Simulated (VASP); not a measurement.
# Pd (Fm-3m) in VASP: a series of runs, part 2 of 2

VASP 6.6.1. Earlier steps stand in the parts before.

### 4 Single point, PBE, collinear spin

File INCAR:

```
PREC = Accurate
ENCUT = 520
EDIFF = 1E-7
ISMEAR = -1
SIGMA = 0.08
LREAL = False
LASPH = True
NELM = 150
ALGO = Normal
ISIF = 2
LWAVE = False
LCHARG = True
ISPIN = 2
MAGMOM = 0.3
LORBIT = 11
NUPDOWN = 0.3
LMAXMIX = 4
GGA = PE
LELF = True
LVHAR = True
NBANDS = 15
```

File KPOINTS:

```
regular mesh
0
Gamma
  17 17 17
```

File POSCAR:

```
Pd
1.0
    0.0000000000      1.9465000000      1.9465000000
    1.9465000000      0.0000000000      1.9465000000
    1.9465000000      1.9465000000      0.0000000000
Pd
1
Direct
    0.0000000000      0.0000000000      0.0000000000
```

Potentials or basis: VASP PAW PBE potentials, release 64 (Pd).

Started as:

```
$ cat potpaw_PBE.64/Pd/POTCAR > POTCAR
$ mpirun -np 1 vasp_std > vasp.out
```

OUTCAR:

```text
PREC = Accurate
   ENCUT = 520
   EDIFF = 1E-7
   ISMEAR = -1
   LREAL = False
   LASPH = True
   NELM = 150
   ISIF = 2
   ISPIN = 2
   LORBIT = 11
   NUPDOWN = 0.3
   GGA = PE

 ion  position               nearest neighbor table
   1  0.000  0.000  0.000-

  LATTYP: Found a face centered cubic cell.
 ALAT       =     3.8930000000

  Lattice vectors:

 A1 = (   0.0000000000,   1.9465000000,   1.9465000000)
 A2 = (   1.9465000000,   0.0000000000,   1.9465000000)
 A3 = (   1.9465000000,   1.9465000000,   0.0000000000)

Analysis of symmetry for initial positions (statically):
=====================================================================
 Subroutine PRICEL returns:
 Original cell was already a primitive cell.

 Routine SETGRP: Setting up the symmetry group for a
 face centered cubic supercell.

 Subroutine GETGRP returns: Found 48 space group operations
 (whereof 48 operations were pure point group operations)
 out of a pool of 48 trial point group operations.

The static configuration has the point symmetry O_h .

Analysis of symmetry for dynamics (positions and initial velocities):
=====================================================================
 Subroutine PRICEL returns:
 Original cell was already a primitive cell.

 Routine SETGRP: Setting up the symmetry group for a
 face centered cubic supercell.

 Subroutine GETGRP returns: Found 48 space group operations
 (whereof 48 operations were pure point group operations)
 out of a pool of 48 trial point group operations.

The dynamic configuration has the point symmetry O_h .

Analysis of structural, dynamic, and magnetic symmetry:
=====================================================================
 Subroutine PRICEL returns:
 Original cell was already a primitive cell.

 Routine SETGRP: Setting up the symmetry group for a
 face centered cubic supercell.

 Subroutine GETGRP returns: Found 48 space group operations
 (whereof 48 operations were pure point group operations)
 out of a pool of 48 trial point group operations.

The overall configuration has the point symmetry O_h .

 Subroutine INISYM returns: Found 48 space group operations
 (whereof 48 operations are pure point group operations),
 and found     1 'primitive' translations

----------------------------------------------------------------------------------------

                                     Primitive cell

  volume of cell :      14.7500

  direct lattice vectors                    reciprocal lattice vectors
     0.000000000  1.946500000  1.946500000    -0.256871307  0.256871307  0.256871307
     1.946500000  0.000000000  1.946500000     0.256871307 -0.256871307  0.256871307
     1.946500000  1.946500000  0.000000000     0.256871307  0.256871307 -0.256871307

  length of vectors
     2.752766699  2.752766699  2.752766699     0.444914156  0.444914156  0.444914156

  position of ions in fractional coordinates (direct lattice)
     0.000000000  0.000000000  0.000000000

  ion indices of the primitive-cell ions
   primitive index   ion index
                 1           1

----------------------------------------------------------------------------------------

 KPOINTS: regular mesh

Automatic generation of k-mesh.
 Grid dimensions read from file:
 generate k-points for:   17   17   17

 Generating k-lattice:

  Cartesian coordinates                     Fractional coordinates (reciprocal lattice)
[... 72 lines left out ...]
   NUPDOWN=       0.3000    fix difference up-down
   EMIN   =  10.00;   EMAX   =-10.00  energy-range for DOS
   EFERMI =   0.00;   METHOD = LEGACY
   ISMEAR =    -1;   SIGMA  =   0.08  broadening in eV -4-tet -1-fermi 0-gaus
   EFERMI_NEDOS =   21; number of points for ismear=-14 and -15
   IALGO  =     38    algorithm
   IMIX   =      4    mixing-type and parameters
     AMIX     =   0.40;   BMIX     =  1.00
     AMIX_MAG =   1.60;   BMIX_MAG =  1.00
  volume/ion in A,a.u.               =      14.75        99.54
  Fermi-wavevector in a.u.,A,eV,Ry     =   1.438171  2.717748 28.141404  2.068335
  Thomas-Fermi vector in A             =   2.557167
   LORBIT       =     11    0 simple, 1 ext, 2 COOP (PROOUT), +10 PAW based schemes
   GGA     = PE    functional components
   LHFCALC =     F    Hartree Fock is set to
   AEXX    =    0.0000 exact exchange contribution
   IVDW    =     0    specifies the selected vdW correction
   LEPSILON=     F    determine dielectric tensor
   LRPA    =     F    only Hartree local field effects (RPA)
 spin polarized calculation
  energy-cutoff  :      520.00
  volume of cell :       14.75
 maximum number of plane-waves:       411
   NGX = 11   NGY = 11   NGZ = 11

 number of electron      10.0000000 magnetization       0.3000000

 number of electron       9.9999999 magnetization       0.3000000

 Free energy of the ion-electron system (eV)
  ---------------------------------------------------
  ext. energy  EPLUGINS =         0.00000000
  ---------------------------------------------------
  free energy    TOTEN  =        -5.22508578 eV

  energy without entropy =       -5.18546059  energy(sigma->0) =       -5.20527318

 E-fermi :   9.7915     XC(G=0): -13.1861

 val. band max:        9.8257715919   @ k =  -0.4706   0.4118   0.0000
 cond. band min:       9.7964343577   @ k =   0.4706   0.2941   0.0588
 fundamental gap:     -0.0293372343
 Fermi energy:         9.8303895923

 spin component 1

 k-point     1 :       0.0000    0.0000    0.0000
  band No.  band energies     occupation
      1       2.6327      1.00000
      2       6.8245      1.00000
      3       6.8245      1.00000
      4       6.8245      1.00000
      5       8.4512      1.00000
      6       8.4512      1.00000
      7      26.9738      0.00000
      8      31.7478      0.00000
      9      31.7478      0.00000
     10      31.7478      0.00000
     11      35.8098      0.00000
     12      37.1114      0.00000
     13      40.3572      0.00000
     14      40.3572      0.00000
[... 403 lines left out ...]
      4       7.0914      1.00000
      5       8.2268      1.00000
      6       8.5204      1.00000
      7      27.4932      0.00000
      8      28.6300      0.00000
      9      31.5770      0.00000
     10      33.1520      0.00000
     11      35.8317      0.00000
     12      36.0930      0.00000
     13      38.8136      0.00000
     14      39.3423      0.00000
     15      41.7513      0.00000

 [... further k-points ...]

 spin component 2

 k-point     1 :       0.0000    0.0000    0.0000
  band No.  band energies     occupation
      1       2.6543      1.00000
      2       7.0593      1.00000
      3       7.0593      1.00000
      4       7.0593      1.00000
      5       8.6466      1.00000
      6       8.6466      1.00000
      7      26.9821      0.00000
      8      31.7570      0.00000
      9      31.7570      0.00000
     10      31.7570      0.00000
     11      36.1680      0.00000
     12      37.1132      0.00000
     13      40.4145      0.00000
     14      40.4145      0.00000
[... 403 lines left out ...]
      4       7.3231      1.00000
      5       8.4186      1.00000
      6       8.7186      1.00000
      7      27.5223      0.00000
      8      28.6392      0.00000
      9      31.5989      0.00000
     10      33.1660      0.00000
     11      36.0586      0.00000
     12      36.3112      0.00000
     13      38.8778      0.00000
     14      39.4136      0.00000
     15      41.9167      0.00000

 [... further k-points ...]

------------------------ aborting loop because EDIFF is reached ----------------------------------------

  FORCE on cell =-STRESS in cart. coord.  units (eV):
  Direction    XX          YY          ZZ          XY          YZ          ZX
  --------------------------------------------------------------------------------------
  -------------------------------------------------------------------------------------
  Total        0.6660563      0.6660563      0.6660563      0.0000000     -0.0000000      0.0000000
  in kB       72.3482935     72.3482935     72.3482935      0.0000000     -0.0000000      0.0000000
  external PRESSURE =      72.3482935 kB  Pullay stress =       0.0000000 kB

 VOLUME and BASIS-vectors are now :
 -----------------------------------------------------------------------------
  energy-cutoff  :      520.00
  volume of cell :       14.75
      direct lattice vectors                 reciprocal lattice vectors
     0.000000000  1.946500000  1.946500000    -0.256871307  0.256871307  0.256871307
     1.946500000  0.000000000  1.946500000     0.256871307 -0.256871307  0.256871307
     1.946500000  1.946500000  0.000000000     0.256871307  0.256871307 -0.256871307

 POSITION                                       TOTAL-FORCE (eV/Angst)
 -----------------------------------------------------------------------------------
      0.00000      0.00000      0.00000         0.000000      0.000000      0.000000
 -----------------------------------------------------------------------------------
    total drift:                                0.000000     -0.000000     -0.000000

  FREE ENERGIE OF THE ION-ELECTRON SYSTEM (eV)
  ---------------------------------------------------
  free  energy   TOTEN  =        -5.2250857789 eV

  energy  without entropy=       -5.1854605872  energy(sigma->0) =       -5.20527318

 total charge

# of ion       s       p       d       tot
------------------------------------------
    1        0.492   0.479   8.470   9.441

 magnetization (x)

# of ion       s       p       d       tot
------------------------------------------
    1       -0.001  -0.005   0.305   0.299
```

OSZICAR:

```text
N       E                     dE             d eps       ncg     rms          rms(c)
DAV:   1     0.476391542439E+02    0.47639E+02   -0.45433E+03  9948   0.592E+02
DAV:   2    -0.467624736337E+01   -0.52315E+02   -0.50055E+02 12763   0.162E+02
DAV:   3    -0.550116417139E+01   -0.82492E+00   -0.82183E+00 12938   0.201E+01
DAV:   4    -0.550355929643E+01   -0.23951E-02   -0.23949E-02 11955   0.114E+00
DAV:   5    -0.550357494077E+01   -0.15644E-04   -0.15644E-04 12966   0.823E-02    0.786E+00
DAV:   6    -0.524046946597E+01    0.26311E+00   -0.97192E-01 14114   0.625E+00    0.386E+00
DAV:   7    -0.522897175795E+01    0.11498E-01   -0.13009E-02 13536   0.707E-01    0.204E+00
DAV:   8    -0.522506273368E+01    0.39090E-02   -0.97367E-04 13820   0.206E-01    0.554E-01
DAV:   9    -0.522508253400E+01   -0.19800E-04   -0.63074E-05 12460   0.497E-02    0.411E-02
DAV:  10    -0.522508328941E+01   -0.75541E-06   -0.10998E-05 13037   0.212E-02    0.104E-02
DAV:  11    -0.522508522151E+01   -0.19321E-05   -0.13400E-06 12822   0.774E-03    0.908E-03
DAV:  12    -0.522508573899E+01   -0.51748E-06   -0.26467E-07 13040   0.377E-03    0.714E-04
DAV:  13    -0.522508577889E+01   -0.39895E-07   -0.66856E-09  8233   0.585E-04
   1 F= -.52250858E+01 E0= -.52052732E+01  d E =-.396252E-01  mag=     0.3000
```

stdout:

```text
POSCAR found type information on POSCAR Pd
 POSCAR found :  1 types and       1 ions
 scaLAPACK will be used
 LDA part: xc-table for (Slater+PW92), standard interpolation
 POSCAR, INCAR and KPOINTS ok, starting setup
 FFT: planning ... GRIDC
 FFT: planning ... GRID_SOFT
 FFT: planning ... GRID
 WAVECAR not read
 entering main loop
```

It took 88 s on 1 thread of Intel Xeon 8259CL, shared host; peak memory 0.18 GiB.

What came out:

```yaml
Free_energy: -5.2251 eV
Pressure: 7.2 GPa
Net_moment: 0.30 μB per cell
Site_moments: Pd +0.30 μB
Valence_electrons_inside_the_program's_atomic_spheres: Pd 9.44
```

Caveat: the cell stands under pressure; the total moment is fixed, so each spin has its own Fermi level.
